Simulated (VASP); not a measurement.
# GaN (P6_3mc) in VASP: further runs

The runs below take GaN through single point, with PBE.

Everything below comes from runs of VASP 6.6.1. Logs are shortened: lines on timing, memory, paths and dates and some standing lists are left out, and cuts for length are marked.

### Step 1. The cell of the first run

Symmetry: P6_3mc, No. 186, hexagonal system. Conventional cell: a = 3.081 Å, b = 3.081 Å, c = 5.505 Å, α = 90.00°, β = 90.00°, γ = 120.00°. Within 2.5 Å of Ga (site symmetry 3m) lie 4 N at 1.91 to 2.06 Å. Within 2.5 Å of N (site symmetry 3m) lie 4 Ga at 1.91 to 2.06 Å.

### Step 2. Single point, PBE

Contents of INCAR:

```
SYSTEM = GaN
ALGO = Normal ; EDIFF = 1E-7
ENCUT = 520 ; GGA = PE
ISIF = 2 ; ISMEAR = 0
LASPH = .True. ; LCHARG = .True.
LELF = .True. ; LREAL = .False.
LVHAR = .True. ; LWAVE = .False.
NBANDS = 26 ; NELM = 80
PREC = Accurate ; SIGMA = 0.05
```

Contents of KPOINTS:

```
k-points
0
Gamma
  12 12 6
  0 0 0
```

Contents of POSCAR:

```
GaN
1.0
    3.0805588647      0.0000000000      0.0000000000
   -1.5402794324      2.6678422346      0.0000000000
    0.0000000000      0.0000000000      5.5049011551
Ga N
2 2
Direct
    0.3333333333      0.6666666667      0.0000000000
    0.6666666667      0.3333333333      0.5000000000
    0.3333333333      0.6666666667      0.3750000000
    0.6666666667      0.3333333333      0.8750000000
```

Potentials or basis: VASP PAW PBE potentials, release 64 (Ga_d, N).

Run with:

```sh
cat potpaw_PBE.64/Ga_d/POTCAR potpaw_PBE.64/N/POTCAR > POTCAR
mpirun -np 1 vasp_std > vasp.out
```

OUTCAR:

```text
SYSTEM = GaN
   EDIFF = 1E-7
   ENCUT = 520
   GGA = PE
   ISIF = 2
   ISMEAR = 0
   LASPH = .True.
   LREAL = .False.
   NELM = 80
   PREC = Accurate

 ion  position               nearest neighbor table
   1  0.333  0.667  0.000-   4 1.91   4 1.91   4 1.91   3 2.06
   2  0.667  0.333  0.500-   3 1.91   3 1.91   3 1.91   4 2.06
   3  0.333  0.667  0.375-   2 1.91   2 1.91   2 1.91   1 2.06
   4  0.667  0.333  0.875-   1 1.91   1 1.91   1 1.91   2 2.06

  LATTYP: Found a hexagonal cell.
 ALAT       =     3.0805588647
 C/A-ratio  =     1.7869813228

  Lattice vectors:

 A1 = (   3.0805588647,   0.0000000000,   0.0000000000)
 A2 = (  -1.5402794324,   2.6678422346,   0.0000000000)
 A3 = (   0.0000000000,   0.0000000000,   5.5049011551)

Analysis of symmetry for initial positions (statically):
=====================================================================
 Subroutine PRICEL returns:
 Original cell was already a primitive cell.

 Routine SETGRP: Setting up the symmetry group for a
 hexagonal supercell.

 Subroutine GETGRP returns: Found 12 space group operations
 (whereof  6 operations were pure point group operations)
 out of a pool of 24 trial point group operations.

The static configuration has the point symmetry C_3v.
 The point group associated with its full space group is C_6v.

Analysis of symmetry for dynamics (positions and initial velocities):
=====================================================================
 Subroutine PRICEL returns:
 Original cell was already a primitive cell.

 Routine SETGRP: Setting up the symmetry group for a
 hexagonal supercell.

 Subroutine GETGRP returns: Found 12 space group operations
 (whereof  6 operations were pure point group operations)
 out of a pool of 24 trial point group operations.

The dynamic configuration has the point symmetry C_3v.
 The point group associated with its full space group is C_6v.

 Subroutine INISYM returns: Found 12 space group operations
 (whereof  6 operations are pure point group operations),
 and found     1 'primitive' translations

----------------------------------------------------------------------------------------

                                     Primitive cell

  volume of cell :      45.2417

  direct lattice vectors                    reciprocal lattice vectors
     3.080558865  0.000000000  0.000000000     0.324616423  0.187417379  0.000000000
    -1.540279432  2.667842235  0.000000000     0.000000000  0.374834759  0.000000000
     0.000000000  0.000000000  5.504901155     0.000000000  0.000000000  0.181656304

  length of vectors
     3.080558865  3.080558865  5.504901155     0.374834759  0.374834759  0.181656304

  position of ions in fractional coordinates (direct lattice)
     0.333333333  0.666666667  0.000000000
     0.666666667  0.333333333  0.500000000
     0.333333333  0.666666667  0.375000000
     0.666666667  0.333333333  0.875000000

  ion indices of the primitive-cell ions
   primitive index   ion index
                 1           1
                 2           2
                 3           3
                 4           4

----------------------------------------------------------------------------------------

 KPOINTS: k-points

Automatic generation of k-mesh.
 Grid dimensions read from file:
 generate k-points for:   12   12    6

 Generating k-lattice:

  Cartesian coordinates                     Fractional coordinates (reciprocal lattice)
     0.027051369  0.015618115  0.000000000     0.083333333 -0.000000000  0.000000000
     0.000000000  0.031236230  0.000000000     0.000000000  0.083333333  0.000000000
     0.000000000  0.000000000  0.030276051     0.000000000  0.000000000  0.166666667

  Length of vectors
     0.031236230  0.031236230  0.030276051

  Shift w.r.t. Gamma in fractional coordinates (k-lattice)
     0.000000000  0.000000000  0.000000000

 Subroutine IBZKPT returns following result:
 ===========================================

 Found     76 irreducible k-points:

 Following reciprocal coordinates:
            Coordinates               Weight
  0.000000  0.000000  0.000000      1.000000
  0.083333  0.000000  0.000000      6.000000
  0.166667  0.000000  0.000000      6.000000
  0.250000  0.000000  0.000000      6.000000
  0.333333  0.000000  0.000000      6.000000
  0.416667  0.000000  0.000000      6.000000
[... 16 lines left out ...]
  0.250000  0.000000  0.166667     12.000000
  0.333333  0.000000  0.166667     12.000000
 [... further k-points ...]
   k-points           NKPTS =     76   k-points in BZ     NKDIM =     76   number of bands    NBANDS=     26
   number of dos      NEDOS =    301   number of ions     NIONS =      4
   total plane-waves  NPLWV =  24192
   dimension x,y,z NGX =    24 NGY =   24 NGZ =   42
   dimension x,y,z NGXF=    48 NGYF=   48 NGZF=   84
   ions per type =               2   2
   NGX,Y,Z   is equivalent  to a cutoff of  12.95, 12.95, 12.68 a.u.
   NGXF,Y,Z  is equivalent  to a cutoff of  25.90, 25.90, 25.37 a.u.
 SYSTEM =  GaN
   PREC   = accura    normal or accurate (medium, high low for compatibility)
   ISTART =      0    job   : 0-new  1-cont  2-samecut
   ICHARG =      2    charge: 1-file 2-atom 10-const
   ISPIN  =      1    spin polarized calculation?
   LNONCOLLINEAR =      F non collinear calculations
   LSORBIT =      F    spin-orbit coupling
   LASPH  =      T    aspherical Exc in radial PAW
   ENCUT  =  520.0 eV  38.22 Ry    6.18 a.u.   5.73  5.73 10.24*2*pi/ulx,y,z
   NELM   =     80;   NELMIN=  2; NELMDL= -5     # of ELM steps
   EDIFF  = 0.1E-06   stopping-criterion for ELM
   LREAL  =      F    real-space projection
   EDIFFG = 0.1E-05   stopping-criterion for IOM
   NSW    =      0    number of steps for IOM
   IBRION =     -1    ionic relax: 0-MD 1-quasi-New 2-CG
   NFREE  =      0    steps in history (QN), initial steepest desc. (CG)
   ISIF   =      2    stress and relaxation
   ISYM   =      2    0-nonsym 1-usesym 2-fastsym
   POTIM  = 0.5000    time-step for ionic-motion
   TEBEG  =    0.0;   TEEND  =   0.0 temperature during run
   PSTRESS=    0.0 pullay stress
   NELECT =      36.0000    total number of electrons
   NUPDOWN=      -1.0000    fix difference up-down
   EMIN   =  10.00;   EMAX   =-10.00  energy-range for DOS
   EFERMI =   0.00;   METHOD = LEGACY
   ISMEAR =     0;   SIGMA  =   0.05  broadening in eV -4-tet -1-fermi 0-gaus
   EFERMI_NEDOS =   21; number of points for ismear=-14 and -15
   IALGO  =     38    algorithm
   IMIX   =      4    mixing-type and parameters
     AMIX     =   0.40;   BMIX     =  1.00
     AMIX_MAG =   1.60;   BMIX_MAG =  1.00
  volume/ion in A,a.u.               =      11.31        76.33
  Fermi-wavevector in a.u.,A,eV,Ry     =   1.517036  2.866783 31.312431  2.301399
  Thomas-Fermi vector in A             =   2.626346
   LORBIT       =      0    0 simple, 1 ext, 2 COOP (PROOUT), +10 PAW based schemes
   GGA     = PE    functional components
   LHFCALC =     F    Hartree Fock is set to
   AEXX    =    0.0000 exact exchange contribution
   IVDW    =     0    specifies the selected vdW correction
   LEPSILON=     F    determine dielectric tensor
   LRPA    =     F    only Hartree local field effects (RPA)
 non-spin polarized calculation
 Gauss-broadening in eV      SIGMA  =   0.05
  energy-cutoff  :      520.00
  volume of cell :       45.24
 maximum number of plane-waves:      1230
 NGX is ok and might be reduce to    24

 number of electron      35.9999989 magnetization

 Free energy of the ion-electron system (eV)
  ---------------------------------------------------
  ext. energy  EPLUGINS =         0.00000000
  ---------------------------------------------------
  free energy    TOTEN  =       -23.99808272 eV

  energy without entropy =      -23.99808272  energy(sigma->0) =      -23.99808272

 E-fermi :   5.8455     XC(G=0): -11.7254

 val. band max:        5.5711693562   @ k =   0.0000   0.0000   0.0000
 cond. band min:       7.0642583698   @ k =   0.0000   0.0000   0.0000
 fundamental gap:      1.4930890136
 Fermi energy:         5.8455014635

 k-point     1 :       0.0000    0.0000    0.0000
  band No.  band energies     occupation
      1     -10.6822      2.00000
      2      -9.8306      2.00000
      3      -8.0496      2.00000
      4      -8.0496      2.00000
      5      -8.0341      2.00000
      6      -8.0036      2.00000
[... 18 lines left out ...]
     25      17.7456      0.00000
     26      17.7456      0.00000

 k-point     2 :       0.0833    0.0000    0.0000
  band No.  band energies     occupation
      1     -10.6059      2.00000
      2      -9.8020      2.00000
      3      -8.0497      2.00000
      4      -8.0362      2.00000
      5      -8.0046      2.00000
      6      -7.9945      2.00000
[... 18 lines left out ...]
     25      17.2294      0.00000
     26      17.8863      0.00000

 k-point     3 :       0.1667    0.0000    0.0000
  band No.  band energies     occupation
      1     -10.3987      2.00000
      2      -9.7316      2.00000
      3      -8.0257      2.00000
      4      -8.0027      2.00000
      5      -7.9586      2.00000
      6      -7.9430      2.00000
[... 18 lines left out ...]
     25      16.7162      0.00000
     26      18.2089      0.00000

 k-point     4 :       0.2500    0.0000    0.0000
  band No.  band energies     occupation
      1     -10.1289      2.00000
      2      -9.6544      2.00000
      3      -7.9961      2.00000
      4      -7.9672      2.00000
      5      -7.8954      2.00000
      6      -7.8841      2.00000
[... 18 lines left out ...]
     25      17.2221      0.00000
     26      17.3837      0.00000

 k-point     5 :       0.3333    0.0000    0.0000
  band No.  band energies     occupation
      1      -9.8942      2.00000
      2      -9.5979      2.00000
      3      -7.9837      2.00000
      4      -7.9466      2.00000
      5      -7.8475      2.00000
      6      -7.8311      2.00000
[... 18 lines left out ...]
     25      17.2886      0.00000
     26      18.0638      0.00000

 k-point     6 :       0.4167    0.0000    0.0000
  band No.  band energies     occupation
      1      -9.7570      2.00000
      2      -9.5676      2.00000
      3      -7.9882      2.00000
      4      -7.9405      2.00000
      5      -7.8461      2.00000
      6      -7.8266      2.00000
[... 427 lines left out ...]
 k-point    21 :       0.0833    0.0000    0.1667
  band No.  band energies     occupation
      1     -10.5425      2.00000
      2      -9.8401      2.00000
      3      -8.0442      2.00000
      4      -8.0338      2.00000
      5      -7.9993      2.00000
      6      -7.9915      2.00000
[... 18 lines left out ...]
     25      17.1052      0.00000
     26      17.7063      0.00000

 k-point    22 :       0.1667    0.0000    0.1667
  band No.  band energies     occupation
      1     -10.3428      2.00000
      2      -9.7610      2.00000
      3      -8.0208      2.00000
      4      -7.9993      2.00000
      5      -7.9671      2.00000
      6      -7.9476      2.00000
[... 18 lines left out ...]
     25      16.7793      0.00000
     26      18.0533      0.00000

 k-point    23 :       0.2500    0.0000    0.1667
  band No.  band energies     occupation
      1     -10.0857      2.00000
      2      -9.6733      2.00000
      3      -7.9931      2.00000
      4      -7.9617      2.00000
      5      -7.9133      2.00000
      6      -7.8897      2.00000
[... 18 lines left out ...]
     25      16.8743      0.00000
     26      18.2260      0.00000

 k-point    24 :       0.3333    0.0000    0.1667
  band No.  band energies     occupation
      1      -9.8653      2.00000
      2      -9.6086      2.00000
      3      -7.9840      2.00000
      4      -7.9387      2.00000
      5      -7.8819      2.00000
      6      -7.8380      2.00000
[... 18 lines left out ...]
     25      16.7325      0.00000
     26      18.4644      0.00000

 [... further k-points ...]
[... 5 lines left out ...]
  --------------------------------------------------------------------------------------
  -------------------------------------------------------------------------------------
  Total        5.7718927      5.7718927     -3.5997384     -0.0000000      0.0000000      0.0000000
  in kB      204.4041218    204.4041218   -127.4800847     -0.0000000      0.0000000      0.0000000
  external PRESSURE =      93.7760530 kB  Pullay stress =       0.0000000 kB

 VOLUME and BASIS-vectors are now :
 -----------------------------------------------------------------------------
  energy-cutoff  :      520.00
  volume of cell :       45.24
      direct lattice vectors                 reciprocal lattice vectors
     3.080558865  0.000000000  0.000000000     0.324616423  0.187417379  0.000000000
    -1.540279432  2.667842235  0.000000000     0.000000000  0.374834759  0.000000000
     0.000000000  0.000000000  5.504901155     0.000000000  0.000000000  0.181656304

 POSITION                                       TOTAL-FORCE (eV/Angst)
 -----------------------------------------------------------------------------------
     -0.00000      1.77856      0.00000         0.000000      0.000000      0.597243
      1.54028      0.88928      2.75245         0.000000     -0.000000      0.597243
     -0.00000      1.77856      2.06434         0.000000     -0.000000     -0.597243
      1.54028      0.88928      4.81679        -0.000000     -0.000000     -0.597243
 -----------------------------------------------------------------------------------
    total drift:                               -0.000000      0.000000     -0.000640

  FREE ENERGIE OF THE ION-ELECTRON SYSTEM (eV)
  ---------------------------------------------------
  free  energy   TOTEN  =       -23.9980827182 eV

  energy  without entropy=      -23.9980827182  energy(sigma->0) =      -23.99808272
```

It took 30 s on 1 thread of Intel Xeon 6975P-C (Granite Rapids), shared host; peak memory 0.21 GiB.

What came out:

```
Free energy            : -23.9981 eV
Pressure               : 9.4 GPa
Largest force          : 0.597 eV/Å
Band gap on the k mesh : 1.49 eV, direct
```

Forces on the atoms (eV/Å):
```
Ga   0.000  0.000  0.597
Ga   0.000  0.000  0.597
N    0.000  0.000 -0.597
N    0.000  0.000 -0.597
```

Stress tensor (GPa, compression positive):
```
 20.44   0.00   0.00
  0.00  20.44   0.00
  0.00   0.00 -12.75
```

### Step 3. Single point, PBE

This run uses another cell than the first one, of the same volume but with other edges.

Contents of INCAR:

```
SYSTEM = GaN
PREC = Accurate
ENCUT = 520
EDIFF = 1E-7
ISMEAR = 0
SIGMA = 0.05
LREAL = .FALSE.
LASPH = .TRUE.
NELM = 60
ALGO = Normal
ISIF = 2
LWAVE = .FALSE.
LCHARG = .FALSE.
GGA = PE
NBANDS = 26
```

Contents of KPOINTS:

```
Automatic mesh
0
G
  12 12 6
  0 0 0
```

Contents of POSCAR:

```
GaN
1.0
    3.2235667135      0.0000000000      0.0000000000
   -1.6117833568      2.7916906647      0.0000000000
    0.0000000000      0.0000000000      5.0273048815
Ga N
2 2
Direct
    0.3333333333      0.6666666667      0.0000000000
    0.6666666667      0.3333333333      0.5000000000
    0.3333333333      0.6666666667      0.3750000000
    0.6666666667      0.3333333333      0.8750000000
```

Potentials or basis: VASP PAW PBE potentials, release 64 (Ga_d, N).

Run with:

```sh
cat potpaw_PBE.64/Ga_d/POTCAR potpaw_PBE.64/N/POTCAR > POTCAR
mpirun -np 1 vasp_std > vasp.out
```

Run time: 29 s. Hardware: 1 thread of Intel Xeon 6975P-C (Granite Rapids), shared host; peak memory 0.2 GiB.

It converged, with:

- Free energy: -24.2037 eV
- Pressure: 8.0 GPa
- Largest force: 0.695 eV/Å
- Band gap on the k mesh: 1.99 eV, direct

Forces on the atoms (eV/Å):
```
Ga   0.000  0.000 -0.695
Ga   0.000  0.000 -0.695
N    0.000  0.000  0.695
N    0.000  0.000  0.695
```

Stress tensor (GPa, compression positive):
```
 1.61  0.00  0.00
 0.00  1.61  0.00
 0.00  0.00 20.84
```

Levels at points of the mesh, in eV from the valence-band top:
```
           k point  band 16  band 17  band 18  band 19  band 20  band 21
(0.00, 0.00, 0.00)    -0.05    -0.05     0.00     1.99     3.91     9.56
(0.50, 0.00, 0.00)    -2.96    -2.30    -0.94     4.79     5.62     6.33
(0.00, 0.00, 0.50)    -0.67    -0.67    -0.67     4.14     4.14     8.78
(0.50, 0.00, 0.50)    -2.04    -1.80    -1.80     4.49     4.49     7.94
```

(Continued in part 2 of 3.)
